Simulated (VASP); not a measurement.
Wanted: the native input for a VASP 6.6.1 run.

```yaml
Task: single point
Functional: LDA
Potentials_or_basis: VASP PAW LDA potentials, release 64 (Pb_d, S)
Cutoff: 520 eV
k_mesh: 8 × 8 × 8
Occupations: fermi-dirac, width 0.05 eV
Spin: no spin polarisation
Dipole_correction: no
Further_INCAR_settings: ALGO = Normal; EDIFF = 1e-06; NBANDS = 17
```

The structure of PbS (Galena) lies in POSCAR:

```
PbS
1.0
    0.0000000000      2.9256673838      2.9256673838
    2.9256673838      0.0000000000      2.9256673838
    2.9256673838      2.9256673838      0.0000000000
Pb S
1 1
Direct
    0.0000000000      0.0000000000      0.0000000000
    0.5000000000      0.5000000000      0.5000000000
```

The input as run:

INCAR

```
SYSTEM = PbS
ALGO = Normal ; EDIFF = 1E-6
ENCUT = 520 ; ISIF = 2
ISMEAR = -1 ; LASPH = .TRUE.
LCHARG = .TRUE. ; LELF = .TRUE.
LREAL = .FALSE. ; LVHAR = .TRUE.
LWAVE = .FALSE. ; NBANDS = 17
NELM = 100 ; PREC = Accurate
SIGMA = 0.05
```

KPOINTS

```
k-points
0
G
  8 8 8
  0 0 0
```

Potentials or basis: VASP PAW LDA potentials, release 64 (Pb_d, S).

The run is started by

```bash
$ cat potpaw_LDA.64/Pb_d/POTCAR potpaw_LDA.64/S/POTCAR > POTCAR
$ mpirun -np 1 vasp_std > vasp.out
```

It gave:

```
Pressure               : -0.2 GPa
Band gap on the k mesh : 0.05 eV, direct
```

Caveat: spin-orbit coupling is left out, which moves the levels of the heavy elements.

Wall time 42 s on 1 thread of AMD EPYC 7R13 (shared host), peak memory 0.13 GiB.
